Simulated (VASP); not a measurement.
# Ga2O3 (R-3c) in VASP: a series of runs, part 2 of 2

VASP 6.6.1. The steps go on from the part before.

### 3 Single point, LDA

This run uses another cell than the first one, of 9.74 Å³/atom.

The input, INCAR:

```
SYSTEM = Ga2O3
PREC     = Accurate       ! precision mode
ENCUT    = 520            ! plane-wave cutoff, eV
EDIFF    = 1E-6           ! SCF threshold, eV
ISMEAR   = 0              ! smearing method
SIGMA    = 0.1            ! smearing width, eV
LREAL    = .FALSE.        ! projectors in reciprocal space
LASPH    = .TRUE.         ! aspherical terms in the spheres
NELM     = 60             ! most SCF steps
ALGO     = Normal         ! electronic algorithm
ISIF     = 2              ! what is computed and relaxed
LWAVE    = .FALSE.        ! write WAVECAR
LCHARG   = .FALSE.        ! write CHGCAR
NBANDS   = 55             ! bands
```

The input, KPOINTS:

```
Automatic mesh
0
G
  6 6 6
  0 0 0
```

The input, POSCAR:

```
Ga2O3
1.0
    2.4997250000      1.4432169000      4.5003166700
   -2.4997250000      1.4432169000      4.5003166700
    0.0000000000     -2.8864338000      4.5003166700
Ga O
4 6
Direct
    0.8559600000      0.8559600000      0.8559600000
    0.6440400000      0.6440400000      0.6440400000
    0.1440400000      0.1440400000      0.1440400000
    0.3559600000      0.3559600000      0.3559600000
    0.0526000000      0.4474000000      0.7500000000
    0.7500000000      0.0526000000      0.4474000000
    0.4474000000      0.7500000000      0.0526000000
    0.9474000000      0.5526000000      0.2500000000
    0.2500000000      0.9474000000      0.5526000000
    0.5526000000      0.2500000000      0.9474000000
```

Potentials or basis: VASP PAW LDA potentials, release 64 (Ga_d, O).

Launch:

```bash
$ cat potpaw_LDA.64/Ga_d/POTCAR potpaw_LDA.64/O/POTCAR > POTCAR
$ mpirun -np 1 vasp_std > vasp.out
```

OUTCAR:

```text
SYSTEM = Ga2O3
   PREC = Accurate
   ENCUT = 520
   EDIFF = 1E-6
   ISMEAR = 0
   LREAL = .FALSE.
   LASPH = .TRUE.
   NELM = 60
   ISIF = 2

 ion  position               nearest neighbor table
   1  0.856  0.856  0.856-   9 1.93   8 1.93  10 1.93   7 2.08   6 2.08   5 2.08   2 2.86
   2  0.644  0.644  0.644-  10 1.93   8 1.93   9 1.93   6 2.08   7 2.08   5 2.08   1 2.86
   3  0.144  0.144  0.144-   6 1.93   5 1.93   7 1.93  10 2.08   9 2.08   8 2.08   4 2.86
   4  0.356  0.356  0.356-   7 1.93   5 1.93   6 1.93   9 2.08  10 2.08   8 2.08   3 2.86
   5  0.053  0.447  0.750-   3 1.93   4 1.93   1 2.08   2 2.08
   6  0.750  0.053  0.447-   3 1.93   4 1.93   2 2.08   1 2.08
   7  0.447  0.750  0.053-   4 1.93   3 1.93   1 2.08   2 2.08
   8  0.947  0.553  0.250-   1 1.93   2 1.93   3 2.08   4 2.08
   9  0.250  0.947  0.553-   1 1.93   2 1.93   4 2.08   3 2.08
  10  0.553  0.250  0.947-   2 1.93   1 1.93   3 2.08   4 2.08

  LATTYP: Found a trigonal (rhomboedric) cell.
 ALAT       =     5.3464334118
 COS(alpha) =     0.5627939752

  Lattice vectors:

 A1 = (   2.4997250000,   1.4432169000,   4.5003166700)
 A2 = (  -2.4997250000,   1.4432169000,   4.5003166700)
 A3 = (   0.0000000000,  -2.8864338000,   4.5003166700)

Analysis of symmetry for initial positions (statically):
=====================================================================
 Subroutine PRICEL returns:
 Original cell was already a primitive cell.

 Routine SETGRP: Setting up the symmetry group for a
 trigonal (rhombohedral) supercell.

 Subroutine GETGRP returns: Found 12 space group operations
 (whereof  6 operations were pure point group operations)
 out of a pool of 12 trial point group operations.

The static configuration has the point symmetry S_6 .
 The point group associated with its full space group is D_3d.

Analysis of symmetry for dynamics (positions and initial velocities):
=====================================================================
 Subroutine PRICEL returns:
 Original cell was already a primitive cell.

 Routine SETGRP: Setting up the symmetry group for a
 trigonal (rhombohedral) supercell.

 Subroutine GETGRP returns: Found 12 space group operations
 (whereof  6 operations were pure point group operations)
 out of a pool of 12 trial point group operations.

The dynamic configuration has the point symmetry S_6 .
 The point group associated with its full space group is D_3d.

 Subroutine INISYM returns: Found 12 space group operations
 (whereof  6 operations are pure point group operations),
 and found     1 'primitive' translations

----------------------------------------------------------------------------------------

                                     Primitive cell

  volume of cell :      97.4133

  direct lattice vectors                    reciprocal lattice vectors
     2.499725000  1.443216900  4.500316670     0.200022002  0.115482757  0.074068862
    -2.499725000  1.443216900  4.500316670    -0.200022002  0.115482757  0.074068862
     0.000000000 -2.886433800  4.500316670     0.000000000 -0.230965514  0.074068862

  length of vectors
     5.346433412  5.346433412  5.346433410     0.242551572  0.242551572  0.242551572

  position of ions in fractional coordinates (direct lattice)
     0.855960000  0.855960000  0.855960000
     0.644040000  0.644040000  0.644040000
[... 75 lines left out ...]
   k-points           NKPTS =     32   k-points in BZ     NKDIM =     32   number of bands    NBANDS=     55
   number of dos      NEDOS =    301   number of ions     NIONS =     10
   total plane-waves  NPLWV =  64000
   dimension x,y,z NGX =    40 NGY =   40 NGZ =   40
   dimension x,y,z NGXF=    80 NGYF=   80 NGZF=   80
   ions per type =               4   6
   NGX,Y,Z   is equivalent  to a cutoff of  12.44, 12.44, 12.44 a.u.
   NGXF,Y,Z  is equivalent  to a cutoff of  24.88, 24.88, 24.88 a.u.
 SYSTEM =  Ga2O3
   PREC   = accura    normal or accurate (medium, high low for compatibility)
   ISTART =      0    job   : 0-new  1-cont  2-samecut
   ICHARG =      2    charge: 1-file 2-atom 10-const
   ISPIN  =      1    spin polarized calculation?
   LNONCOLLINEAR =      F non collinear calculations
   LSORBIT =      F    spin-orbit coupling
   LASPH  =      T    aspherical Exc in radial PAW
   ENCUT  =  520.0 eV  38.22 Ry    6.18 a.u.   9.94  9.94  9.94*2*pi/ulx,y,z
   NELM   =     60;   NELMIN=  2; NELMDL= -5     # of ELM steps
   EDIFF  = 0.1E-05   stopping-criterion for ELM
   LREAL  =      F    real-space projection
   EDIFFG = 0.1E-04   stopping-criterion for IOM
   NSW    =      0    number of steps for IOM
   IBRION =     -1    ionic relax: 0-MD 1-quasi-New 2-CG
   NFREE  =      0    steps in history (QN), initial steepest desc. (CG)
   ISIF   =      2    stress and relaxation
   ISYM   =      2    0-nonsym 1-usesym 2-fastsym
   POTIM  = 0.5000    time-step for ionic-motion
   TEBEG  =    0.0;   TEEND  =   0.0 temperature during run
   PSTRESS=    0.0 pullay stress
   NELECT =      88.0000    total number of electrons
   NUPDOWN=      -1.0000    fix difference up-down
   EMIN   =  10.00;   EMAX   =-10.00  energy-range for DOS
   EFERMI =   0.00;   METHOD = LEGACY
   ISMEAR =     0;   SIGMA  =   0.10  broadening in eV -4-tet -1-fermi 0-gaus
   EFERMI_NEDOS =   21; number of points for ismear=-14 and -15
   IALGO  =     38    algorithm
   IMIX   =      4    mixing-type and parameters
     AMIX     =   0.40;   BMIX     =  1.00
     AMIX_MAG =   1.60;   BMIX_MAG =  1.00
  volume/ion in A,a.u.               =       9.74        65.74
  Fermi-wavevector in a.u.,A,eV,Ry     =   1.582570  2.990624 34.076181  2.504529
  Thomas-Fermi vector in A             =   2.682473
   LORBIT       =      0    0 simple, 1 ext, 2 COOP (PROOUT), +10 PAW based schemes
   GGA     = CA    functional components
   LHFCALC =     F    Hartree Fock is set to
   AEXX    =    0.0000 exact exchange contribution
   IVDW    =     0    specifies the selected vdW correction
   LEPSILON=     F    determine dielectric tensor
   LRPA    =     F    only Hartree local field effects (RPA)
 non-spin polarized calculation
 Gauss-broadening in eV      SIGMA  =   0.10
  energy-cutoff  :      520.00
  volume of cell :       97.41
 maximum number of plane-waves:      2642
   NGX = 19   NGY = 19   NGZ = 19

 number of electron      87.9999969 magnetization

 Free energy of the ion-electron system (eV)
  ---------------------------------------------------
  ext. energy  EPLUGINS =         0.00000000
  ---------------------------------------------------
  free energy    TOTEN  =       -68.22667443 eV

  energy without entropy =      -68.22667443  energy(sigma->0) =      -68.22667443

 E-fermi :   4.6003     XC(G=0): -12.7010

 val. band max:        4.1673779762   @ k =  -0.1667   0.1667   0.0000
 cond. band min:       6.8504679883   @ k =   0.0000   0.0000   0.0000
 fundamental gap:      2.6830900120
 Fermi energy:         4.6003174063

 k-point     1 :       0.0000    0.0000    0.0000
  band No.  band energies     occupation
      1     -14.5663      2.00000
      2     -12.5250      2.00000
      3     -12.5250      2.00000
      4     -12.4843      2.00000
      5     -12.4525      2.00000
      6     -12.4525      2.00000
[... 1381 lines left out ...]
     54      15.9157      0.00000
     55      16.2326      0.00000

 [... further k-points ...]

------------------------ aborting loop because EDIFF is reached ----------------------------------------

  FORCE on cell =-STRESS in cart. coord.  units (eV):
  Direction    XX          YY          ZZ          XY          YZ          ZX
  --------------------------------------------------------------------------------------
  -------------------------------------------------------------------------------------
  Total       -3.2868366     -3.2868366     -3.8356583      0.0000000      0.0000000      0.0000000
  in kB      -54.0593140    -54.0593139    -63.0859045      0.0000000      0.0000000      0.0000000
  external PRESSURE =     -57.0681775 kB  Pullay stress =       0.0000000 kB

 VOLUME and BASIS-vectors are now :
 -----------------------------------------------------------------------------
  energy-cutoff  :      520.00
  volume of cell :       97.41
      direct lattice vectors                 reciprocal lattice vectors
     2.499725000  1.443216900  4.500316670     0.200022002  0.115482757  0.074068862
    -2.499725000  1.443216900  4.500316670    -0.200022002  0.115482757  0.074068862
     0.000000000 -2.886433800  4.500316670     0.000000000 -0.230965514  0.074068862

 POSITION                                       TOTAL-FORCE (eV/Angst)
 -----------------------------------------------------------------------------------
      0.00000      0.00000     11.55627        -0.000000      0.000000     -0.079963
      0.00000      0.00000      8.69515        -0.000000      0.000000      0.079963
      0.00000      0.00000      1.94468        -0.000000      0.000000      0.079963
      0.00000      0.00000      4.80580        -0.000000      0.000000     -0.079963
     -0.98689     -1.44322      5.62540        -0.022832      0.000000     -0.000000
      1.74331     -0.13306      5.62540         0.011416     -0.019773      0.000000
     -0.75642      1.57628      5.62540         0.011416      0.019773      0.000000
      0.98689      1.44322      7.87555         0.022832      0.000000     -0.000000
     -1.74331      0.13306      7.87555        -0.011416      0.019773      0.000000
      0.75642     -1.57628      7.87555        -0.011416     -0.019773      0.000000
 -----------------------------------------------------------------------------------
    total drift:                                0.000000      0.000000     -0.000000

  FREE ENERGIE OF THE ION-ELECTRON SYSTEM (eV)
  ---------------------------------------------------
  free  energy   TOTEN  =       -68.2266744316 eV

  energy  without entropy=      -68.2266744316  energy(sigma->0) =      -68.22667443
```

Run time: 5 min. Hardware: 1 thread of Intel Xeon 8259CL, shared host; peak memory 0.27 GiB.

Results:

```
Free energy            : -68.2267 eV
Pressure               : -5.7 GPa
Largest force          : 0.080 eV/Å
Band gap on the k mesh : 2.68 eV (least direct gap 2.93 eV)
```

Forces on the atoms (eV/Å):
```
Ga   0.000  0.000 -0.080
Ga   0.000  0.000  0.080
Ga   0.000  0.000  0.080
Ga   0.000  0.000 -0.080
O   -0.023  0.000  0.000
O    0.011 -0.020  0.000
O    0.011  0.020  0.000
O    0.023  0.000  0.000
O   -0.011  0.020  0.000
O   -0.011 -0.020  0.000
```

Caveat: the cell stands under tension.
